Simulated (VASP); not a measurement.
# KSiH (P4/nmm) in VASP: a series of runs

KSiH is run at these levels: PBE; tasks: relaxation of cell and atoms, single point.

All numbers are computed with VASP 6.6.1; they aren't measurements. Logs are shortened: lines on timing, memory, paths and dates and some standing lists are left out, and cuts for length are marked.

**1. The cell of the first run**

The structure is tetragonal, space group P4/nmm (No. 129). Conventional cell: a = 3.615 Å, b = 3.615 Å, c = 8.134 Å, α = 90.00°, β = 90.00°, γ = 90.00°. K (site symmetry 4mm) has 5 Si at 2.73 to 2.94 Å and 4 H at 2.79 Å within 3.6 Å. Si (site symmetry 4mm) has 5 K at 2.73 to 2.94 Å and 4 Si at 3.24 Å and 4 H at 3.56 Å within 3.6 Å. H (site symmetry -4m2) has 4 H at 2.56 Å and 4 K at 2.79 Å within 3.4 Å.

**2. Relaxation of cell and atoms, PBE**

Input file INCAR:

```
SYSTEM = KSiH
PREC = Accurate
ENCUT = 500
EDIFF = 1E-7
ISMEAR = 0
SIGMA = 0.1
LREAL = .False.
LASPH = .True.
NELM = 120
ALGO = Normal
ISIF = 3
LWAVE = .False.
LCHARG = .False.
GGA = PE
IBRION = 2
NSW = 90
EDIFFG = -0.04
GGA_COMPAT = .False.
NELMIN = 4
```

Input file KPOINTS:

```
Automatic mesh
0
Gamma
  6 6 2
  0 0 0
```

Input file POSCAR:

```
KSiH
1.0
    3.6149505400      0.0000000000      0.0000000000
    0.0000000000      3.6149505400      0.0000000000
    0.0000000000      0.0000000000      8.1337635700
K Si H
2 2 2
Direct
    0.0000000000      0.5000000000      0.7390114100
    0.5000000000      0.0000000000      0.2609885900
    0.5000000000      0.0000000000      0.6224523800
    0.0000000000      0.5000000000      0.3775476200
    0.0000000000      0.0000000000      0.0000000000
    0.5000000000      0.5000000000      0.0000000000
```

Potentials or basis: VASP PAW PBE potentials, release 64 (K_sv, Si, H).

On the command line:

```bash
cat potpaw_PBE.64/K_sv/POTCAR potpaw_PBE.64/Si/POTCAR potpaw_PBE.64/H/POTCAR > POTCAR
mpirun -np 1 vasp_std > vasp.out
```

OUTCAR:

```text
SYSTEM = KSiH
   PREC = Accurate
   ENCUT = 500
   EDIFF = 1E-7
   ISMEAR = 0
   LREAL = .False.
   LASPH = .True.
   NELM = 120
   ISIF = 3
   GGA = PE
   IBRION = 2
   NSW = 90
   EDIFFG = -0.04
   NELMIN = 4

 ion  position               nearest neighbor table
   1  0.000  0.500  0.739-   3 2.73   3 2.73   3 2.73   3 2.73   4 2.94
   2  0.500  0.000  0.261-   4 2.73   4 2.73   4 2.73   4 2.73   3 2.94
   3  0.500  0.000  0.622-   1 2.73   1 2.73   1 2.73   1 2.73   2 2.94
   4  0.000  0.500  0.378-   2 2.73   2 2.73   2 2.73   2 2.73   1 2.94
   5  0.000  0.000  0.000-
   6  0.500  0.500  0.000-

  LATTYP: Found a simple tetragonal cell.
 ALAT       =     3.6149505400
 C/A-ratio  =     2.2500345385

  Lattice vectors:

 A1 = (   3.6149505400,   0.0000000000,   0.0000000000)
 A2 = (   0.0000000000,   3.6149505400,   0.0000000000)
 A3 = (   0.0000000000,   0.0000000000,   8.1337635700)

Analysis of symmetry for initial positions (statically):
=====================================================================
 Subroutine PRICEL returns:
 Original cell was already a primitive cell.

 Routine SETGRP: Setting up the symmetry group for a
 simple tetragonal supercell.

 Subroutine GETGRP returns: Found 16 space group operations
 (whereof  8 operations were pure point group operations)
 out of a pool of 16 trial point group operations.

The static configuration has the point symmetry D_2d.
 The point group associated with its full space group is D_4h.

Analysis of symmetry for dynamics (positions and initial velocities):
=====================================================================
 Subroutine PRICEL returns:
 Original cell was already a primitive cell.

 Routine SETGRP: Setting up the symmetry group for a
 simple tetragonal supercell.

 Subroutine GETGRP returns: Found 16 space group operations
 (whereof  8 operations were pure point group operations)
 out of a pool of 16 trial point group operations.

The dynamic configuration has the point symmetry D_2d.
 The point group associated with its full space group is D_4h.

 Subroutine INISYM returns: Found 16 space group operations
 (whereof  8 operations are pure point group operations),
 and found     1 'primitive' translations

----------------------------------------------------------------------------------------

                                     Primitive cell

  volume of cell :     106.2909

  direct lattice vectors                    reciprocal lattice vectors
     3.614950540  0.000000000  0.000000000     0.276628958  0.000000000  0.000000000
     0.000000000  3.614950540  0.000000000     0.000000000  0.276628958  0.000000000
     0.000000000  0.000000000  8.133763570     0.000000000  0.000000000  0.122944316

  length of vectors
     3.614950540  3.614950540  8.133763570     0.276628958  0.276628958  0.122944316

  position of ions in fractional coordinates (direct lattice)
     0.000000000  0.500000000  0.739011410
     0.500000000  0.000000000  0.260988590
     0.500000000  0.000000000  0.622452380
     0.000000000  0.500000000  0.377547620
     0.000000000  0.000000000  0.000000000
     0.500000000  0.500000000  0.000000000

  ion indices of the primitive-cell ions
   primitive index   ion index
                 1           1
                 2           2
                 3           3
                 4           4
                 5           5
                 6           6

----------------------------------------------------------------------------------------

 KPOINTS: Automatic mesh

Automatic generation of k-mesh.
 Grid dimensions read from file:
 generate k-points for:    6    6    2

 Generating k-lattice:

  Cartesian coordinates                     Fractional coordinates (reciprocal lattice)
     0.046104826  0.000000000  0.000000000     0.166666667  0.000000000  0.000000000
     0.000000000  0.046104826  0.000000000     0.000000000  0.166666667  0.000000000
     0.000000000  0.000000000  0.061472158     0.000000000  0.000000000  0.500000000

  Length of vectors
[... 45 lines left out ...]
 NGX is ok and might be reduce to    28
   NGX = 13   NGY = 13   NGZ = 29

--------------------------------------- Ionic step        1  -------------------------------------------

 number of electron      28.0000002 magnetization

 Free energy of the ion-electron system (eV)
  ---------------------------------------------------
  ext. energy  EPLUGINS =         0.00000000
  ---------------------------------------------------
  free energy    TOTEN  =       -10.88040627 eV

  energy without entropy =      -10.85906670  energy(sigma->0) =      -10.86973649

------------------------ aborting loop because EDIFF is reached ----------------------------------------

  FORCE on cell =-STRESS in cart. coord.  units (eV):
  Direction    XX          YY          ZZ          XY          YZ          ZX
  --------------------------------------------------------------------------------------
  -------------------------------------------------------------------------------------
  Total       11.1078076     11.1078076      3.2644499      0.0000000     -0.0000000      0.0000000
  in kB      167.4336204    167.4336204     49.2067096      0.0000000     -0.0000000      0.0000000
  external PRESSURE =     128.0246501 kB  Pullay stress =       0.0000000 kB
[... 101 lines left out ...]
  FREE ENERGIE OF THE ION-ELECTRON SYSTEM (eV)
  ---------------------------------------------------
  free  energy   TOTEN  =       -14.2209227325 eV

  energy  without entropy=      -14.1907421962  energy(sigma->0) =      -14.20583246

 E-fermi :   3.0174     XC(G=0):  -8.8125

 val. band max:        2.9985734804   @ k =   0.5000   0.1667   0.0000
 cond. band min:       3.0600564293   @ k =   0.3333   0.3333   0.5000
 fundamental gap:      0.0614829489
 Fermi energy:         3.0174089575

 k-point     1 :       0.0000    0.0000    0.0000
  band No.  band energies     occupation
      1     -26.3492      2.00000
      2     -25.9327      2.00000
      3     -10.8060      2.00000
      4      -9.9182      2.00000
      5      -9.3087      2.00000
      6      -9.3087      2.00000
[... 10 lines left out ...]
     17       5.5403      0.00000
     18       6.8453      0.00000
[... 382 lines left out ...]
      2     -25.7611      2.00000
      3     -10.9626      2.00000
      4     -10.9626      2.00000
      5      -9.8372      2.00000
      6      -9.8372      2.00000
[... 10 lines left out ...]
     17       6.7035      0.00000
     18       6.7035      0.00000

[... ionic steps 4 to 15 ...]

--------------------------------------- Ionic step       16  -------------------------------------------

 number of electron      28.0000007 magnetization

------------------------ aborting loop because EDIFF is reached ----------------------------------------

  FORCE on cell =-STRESS in cart. coord.  units (eV):
  Direction    XX          YY          ZZ          XY          YZ          ZX
  --------------------------------------------------------------------------------------
  -------------------------------------------------------------------------------------
  Total        0.0363082      0.0363082      0.0253605      0.0000000      0.0000000      0.0000000
  in kB        0.4449788      0.4449788      0.3108083      0.0000000      0.0000000      0.0000000
  external PRESSURE =       0.4002553 kB  Pullay stress =       0.0000000 kB
[... 65 lines left out ...]
  energy  without entropy=      -17.2996802646  energy(sigma->0) =      -17.31032362

--------------------------------------- Ionic step       18  -------------------------------------------

 number of electron      28.0000008 magnetization

 Free energy of the ion-electron system (eV)
  ---------------------------------------------------
  ext. energy  EPLUGINS =         0.00000000
  ---------------------------------------------------
  free energy    TOTEN  =       -17.32188049 eV

  energy without entropy =      -17.30004915  energy(sigma->0) =      -17.31096482

 E-fermi :   1.5550     XC(G=0):  -7.9477

 val. band max:        1.4962287364   @ k =   0.3333   0.0000   0.0000
 cond. band min:       1.6078645250   @ k =   0.3333   0.0000   0.0000
 fundamental gap:      0.1116357886
 Fermi energy:         1.5550032479

 k-point     1 :       0.0000    0.0000    0.0000
  band No.  band energies     occupation
      1     -28.5272      2.00000
      2     -28.5163      2.00000
      3     -12.0872      2.00000
      4     -11.9040      2.00000
      5     -11.8997      2.00000
      6     -11.8997      2.00000
[... 10 lines left out ...]
     17       3.7429      0.00000
     18       4.7823      0.00000
[... 430 lines left out ...]
  FREE ENERGIE OF THE ION-ELECTRON SYSTEM (eV)
  ---------------------------------------------------
  free  energy   TOTEN  =       -17.3218804889 eV

  energy  without entropy=      -17.3000491517  energy(sigma->0) =      -17.31096482

 reached required accuracy - stopping structural energy minimisation
```

Run time: 5.6 min. Hardware: 1 thread of Intel Xeon 6975P-C (Granite Rapids), shared host; peak memory 0.23 GiB.

Results:

```yaml
Free_energy: -17.3219 eV
Relaxed_volume: 21.82 Å³/atom
Relaxed_cell: a = 3.594 Å, b = 3.594 Å, c = 10.136 Å, α = 90.00°, β = 90.00°, γ = 90.00°
Space_group_after_relaxing_to_0.05_Å: P4/nmm (No. 129)
Energy_gained_by_relaxing: 1073.6 meV/atom
Ionic_steps: 18
Pressure_after_relaxing: -0.1 GPa
Largest_force_after_relaxing: 0.033 eV/Å
Band_gap_on_the_k_mesh: zero (band 14 reaches 2.39 eV, above the bottom of band 15 at 1.03 eV)
```

Forces on the atoms (eV/Å):
```
K    0.000  0.000  0.000
K    0.000  0.000  0.000
Si   0.000  0.000  0.033
Si   0.000  0.000 -0.033
H    0.000  0.000  0.000
H    0.000  0.000  0.000
```

The path:
| step | energy change (eV) | largest force (eV/Å) | pressure (GPa) | volume (Å³) |
| --- | --- | --- | --- | --- |
| 1 | 0.0000 | 3.4729 | 12.80 | 106.29 |
| 2 | -2.7146 | 2.0830 | 1.77 | 129.44 |
| 3 | -3.3405 | 1.3943 | -1.92 | 149.72 |
| 4 | -3.3762 | 1.2972 | -2.34 | 153.80 |
| 5 | -4.0001 | 1.0890 | -2.36 | 147.98 |
| 6 | -5.5528 | 0.9939 | -1.03 | 130.49 |
| 7 | -0.8266 | 5.6987 | 33.35 | 96.12 |
| 8 | -5.8039 | 1.0798 | 0.38 | 125.97 |
| 9 | -5.8593 | 1.0831 | 2.03 | 121.55 |
| 10 | -6.2867 | 0.7653 | 2.03 | 125.22 |
| 11 | -6.2947 | 0.6957 | 2.13 | 125.70 |
| 12 | -6.4035 | 0.1571 | -1.02 | 137.90 |
| 13 | -6.4082 | 0.1853 | -0.47 | 135.61 |
| 14 | -6.4286 | 0.1501 | -0.27 | 133.63 |
| 15 | -6.4370 | 0.0924 | 0.01 | 131.31 |
| 16 | -6.4405 | 0.0612 | 0.04 | 130.73 |
| 17 | -6.4406 | 0.0622 | 0.05 | 130.64 |
| 18 | -6.4415 | 0.0334 | -0.06 | 130.91 |

Final structure:
```
K Si H
1.0
     3.59382    0.00000    0.00000
     0.00000    3.59382    0.00000
     0.00000    0.00000   10.13566
K Si H
2 2 2
Direct
  0.00000 0.50000 0.82981
  0.50000 0.00000 0.17019
  0.50000 0.00000 0.50683
  0.00000 0.50000 0.49317
  0.00000 0.00000 0.00000
  0.50000 0.50000 0.00000
```

Caveat: the k points lie up to 0.31 Å⁻¹ apart in the final cell; the volume moved by over 15 % at a fixed basis, so the end points are rough.

**3. Single point, PBE**

This run uses another cell than the first one, of 21.49 Å³/atom, 1.213 times its volume.

Input file INCAR:

```
  PREC = Accurate
  ENCUT = 500
  EDIFF = 1E-6
  ISMEAR = 0
  SIGMA = 0.1
  LREAL = False
  LASPH = True
  NELM = 120
  ALGO = Normal
  ISIF = 2
  LWAVE = False
  LCHARG = False
  GGA = PE
  NBANDS = 23
  GGA_COMPAT = False
```

Input file KPOINTS:

```
Automatic mesh
0
Gamma
  10 10 4
```

Input file POSCAR:

```
KSiH
1.0
    3.5758892612      0.0000000000      0.0000000000
    0.0000000000      3.5758892612      0.0000000000
    0.0000000000      0.0000000000     10.0850728779
K Si H
2 2 2
Direct
    0.0000000000      0.5000000000      0.8263940541
    0.5000000000      0.0000000000      0.1736059459
    0.5000000000      0.0000000000      0.5102412012
    0.0000000000      0.5000000000      0.4897587988
    0.0000000000      0.0000000000      0.0000000000
    0.5000000000      0.5000000000      0.0000000000
```

Potentials or basis: VASP PAW PBE potentials, release 64 (K_sv, Si, H).

On the command line:

```bash
cat potpaw_PBE.64/K_sv/POTCAR potpaw_PBE.64/Si/POTCAR potpaw_PBE.64/H/POTCAR > POTCAR
mpirun -np 1 vasp_std > vasp.out
```

Run time: 1.7 min. Hardware: 1 thread of Intel Xeon 6975P-C (Granite Rapids), shared host; peak memory 0.32 GiB.

It converged, with:

```yaml
Free_energy: -17.3302 eV
Pressure: 0.0 GPa
Largest_force: 0.009 eV/Å
Band_gap_on_the_k_mesh: zero (band 14 reaches 2.52 eV, above the bottom of band 15 at 1.11 eV)
```

Forces on the atoms (eV/Å):
```
K    0.000  0.000 -0.009
K    0.000  0.000  0.009
Si   0.000  0.000  0.002
Si   0.000  0.000 -0.002
H    0.000  0.000  0.000
H    0.000  0.000  0.000
```

Levels at points of the mesh, in eV from the Fermi level:
| k point | band 12 | band 13 | band 14 | band 15 | band 16 | band 17 |
| --- | --- | --- | --- | --- | --- | --- |
| (0.00, 0.00, 0.00) | -0.99 | -0.99 | -0.08 | 1.06 | 1.78 | 2.11 |
| (0.50, 0.00, 0.00) | -1.47 | -0.78 | -0.78 | 1.58 | 1.58 | 3.78 |
| (0.50, 0.50, 0.00) | -4.62 | -0.77 | -0.77 | 0.67 | 0.67 | 3.16 |
| (0.00, 0.00, 0.50) | -0.99 | -0.99 | -0.08 | 0.90 | 1.07 | 3.23 |
| (0.50, 0.00, 0.50) | -1.41 | -0.85 | -0.85 | 1.58 | 1.58 | 3.75 |
| (0.50, 0.50, 0.50) | -4.62 | -0.78 | -0.78 | 0.63 | 0.63 | 3.21 |

**4. Relaxation of cell and atoms, PBE**

This run uses another cell than the first one, of 21.71 Å³/atom, 1.225 times its volume.

Input file INCAR:

```
PREC     = Accurate       # precision mode
ENCUT    = 500            # plane-wave cutoff, eV
EDIFF    = 1E-7           # SCF threshold, eV
ISMEAR   = 0              # smearing method
SIGMA    = 0.1            # smearing width, eV
LREAL    = F              # projectors in reciprocal space
LASPH    = T              # aspherical terms in the spheres
NELM     = 120            # most SCF steps
ALGO     = Normal         # electronic algorithm
ISIF     = 3              # what is computed and relaxed
LWAVE    = F              # write WAVECAR
LCHARG   = F              # write CHGCAR
GGA      = PE             # functional
IBRION   = 2              # ionic algorithm
NSW      = 100            # ionic steps
EDIFFG   = -0.01          # ionic threshold
GGA_COMPAT= F            
NELMIN   = 4
```

KPOINTS is that of step 3.

Input file POSCAR:

```
KSiH
1.0
    3.6002813777      0.0000000000      0.0000000000
    0.0000000000      3.6002813777      0.0000000000
    0.0000000000      0.0000000000     10.0485508709
K Si H
2 2 2
Direct
    0.0000000000      0.5000000000      0.8282448745
    0.5000000000      0.0000000000      0.1717551255
    0.5000000000      0.0000000000      0.5089762365
    0.0000000000      0.5000000000      0.4910237635
    0.0000000000      0.0000000000      0.0000000000
    0.5000000000      0.5000000000      0.0000000000
```

On the command line:

```bash
cat potpaw_PBE.64/K_sv/POTCAR potpaw_PBE.64/Si/POTCAR potpaw_PBE.64/H/POTCAR > POTCAR
mpirun -np 1 vasp_std > vasp.out
```

It took 8.2 min on 1 thread of Intel Xeon 6975P-C (Granite Rapids), shared host; peak memory 0.33 GiB.

The run converged. Its results:

```
Free energy                            : -17.3307 eV
Relaxed volume                         : 21.47 Å³/atom
Relaxed cell                           : a = 3.574 Å, b = 3.574 Å, c = 10.084 Å, α = 90.00°, β = 90.00°, γ = 90.00°
Space group after relaxing (to 0.05 Å) : P4/nmm (No. 129)
Energy gained by relaxing              : 0.8 meV/atom
Ionic steps                            : 10
Pressure after relaxing                : 0.0 GPa
Largest force after relaxing           : 0.006 eV/Å
Band gap on the k mesh                 : zero (band 14 reaches 2.53 eV, above the bottom of band 15 at 1.12 eV)
```

Forces in eV/Å, atoms in the order of the input:
```
K    0.000  0.000  0.002
K    0.000  0.000 -0.002
Si   0.000  0.000  0.006
Si   0.000  0.000 -0.006
H    0.000  0.000  0.000
H    0.000  0.000  0.000
```

The path:
| step | energy change (eV) | largest force (eV/Å) | pressure (GPa) | volume (Å³) |
| --- | --- | --- | --- | --- |
| 1 | 0.0000 | 0.0483 | -0.18 | 130.25 |
| 2 | -0.0028 | 0.0461 | -0.07 | 129.79 |
| 3 | -0.0039 | 0.0424 | 0.03 | 129.29 |
| 4 | -0.0040 | 0.0418 | 0.04 | 129.23 |
| 5 | -0.0042 | 0.0317 | 0.00 | 129.33 |
| 6 | -0.0044 | 0.0082 | -0.08 | 129.56 |
| 7 | -0.0046 | 0.0087 | -0.05 | 129.30 |
| 8 | -0.0048 | 0.0106 | 0.02 | 128.68 |
| 9 | -0.0048 | 0.0101 | 0.00 | 128.86 |
| 10 | -0.0048 | 0.0063 | 0.00 | 128.83 |

Final structure:
```
CELL_PARAMETERS angstrom
3.57432 0.00000 0.00000
0.00000 3.57432 0.00000
0.00000 0.00000 10.08371
ATOMIC_POSITIONS crystal
K 0.00000 0.50000 0.82603
K 0.50000 0.00000 0.17397
Si 0.50000 0.00000 0.51023
Si 0.00000 0.50000 0.48977
H 0.00000 0.00000 0.00000
H 0.50000 0.50000 0.00000
```

Levels at points of the mesh, in eV from the Fermi level:
```csv
k point,band 10,band 11,band 12,band 13,band 14,band 15,band 16,band 17,band 18
"(0.00, 0.00, 0.00)",-3.48,-3.37,-0.99,-0.99,-0.07,1.07,1.77,2.10,3.27
"(0.50, 0.00, 0.00)",-8.07,-1.47,-1.47,-0.78,-0.78,1.58,1.58,3.79,3.79
"(0.50, 0.50, 0.00)",-5.96,-4.62,-4.62,-0.78,-0.78,0.67,0.67,3.15,3.15
"(0.00, 0.00, 0.50)",-3.85,-2.90,-0.99,-0.99,-0.07,0.90,1.07,3.23,3.62
"(0.50, 0.00, 0.50)",-8.07,-1.41,-1.41,-0.85,-0.85,1.58,1.58,3.75,3.75
"(0.50, 0.50, 0.50)",-5.96,-4.62,-4.62,-0.78,-0.78,0.63,0.63,3.20,3.20
```

**5. Overview**

| task | cell | k mesh | gap on the mesh (eV) | pressure (GPa) | relaxed volume (Å³/atom) | largest force (eV/Å) |
| --- | --- | --- | --- | --- | --- | --- |
| relaxation of cell and atoms | relaxed from a = 3.615, b = 3.615, c = 8.134 Å, 6 atoms | 6 × 6 × 2 | none | -0.1 | 21.82 | 0.03 |
| single point | a = 3.576, b = 3.576, c = 10.085 Å, 6 atoms | 10 × 10 × 4 | none | 0.0 | - | 0.01 |
| relaxation of cell and atoms | relaxed from a = 3.600, b = 3.600, c = 10.049 Å, 6 atoms | 10 × 10 × 4 | none | 0.0 | 21.47 | 0.01 |

Alike in all rows: level PBE; potentials or basis VASP PAW PBE potentials, release 64 (K_sv, Si, H); no spin polarisation; cutoff (eV) 500; smearing gaussian 0.1 eV.

Caveats: some runs use coarse meshes; the volume moved by over 15 % at a fixed basis, so the end points are rough (some runs).

Total energies depend on the potentials used, so only differences within one code and one set of settings carry meaning.
